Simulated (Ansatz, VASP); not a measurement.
One calculation of HfO2, two programs

```
Hf O
1.0
     0.21244    2.69810    2.69810
     2.69810    0.21244    2.69810
     2.69810    2.69810    0.21244
Hf O
1 2
Direct
  0.00000 0.00000 0.00000
  0.25000 0.25000 0.25000
  0.75000 0.75000 0.75000
```

Alike in both runs: task single point; functional PBEsol; k mesh 8 × 8 × 8; occupations gaussian, width 0.05 eV; no spin polarisation.

|  | VASP | Ansatz |
| --- | --- | --- |
| version | VASP 6.6.1 | Ansatz 0.2.0 |
| potentials or method | VASP PAW PBE potentials, release 64 (Hf_pv, O) | scalar-relativistic, plane waves, PAW |
| plane-wave cutoff (eV) | 600 | 420 |
| valence electrons in the cell | 22 | 38 |

Ansatz gave:

```
gap on the k mesh at the Fermi level (eV)                     : 3.62
pressure (GPa)                                                : -14.0
traceless stress, the component that is largest in VASP (GPa) : -2.99
rms of the force components (eV/Å)                            : 0.096
```

Task: Estimate VASP's values.

Result: gap on the k mesh at the Fermi level (eV): 3.63; pressure (GPa): -17.4; traceless stress, the component that is largest in VASP (GPa): -2.72; rms of the force components (eV/Å): 0.062.

VASP's potentials were made for PBE, not for PBEsol, and Ansatz warns of the same on its side. Atom by atom the forces differ by 0.035 eV/Å (rms over components). With one functional, cell and mesh, what is left measures potentials, basis and numerics. VASP's potentials hold 22 valence electrons a cell and Ansatz's 38, so a difference there can come from the potentials and not from the codes.

Spin-orbit coupling is off throughout.
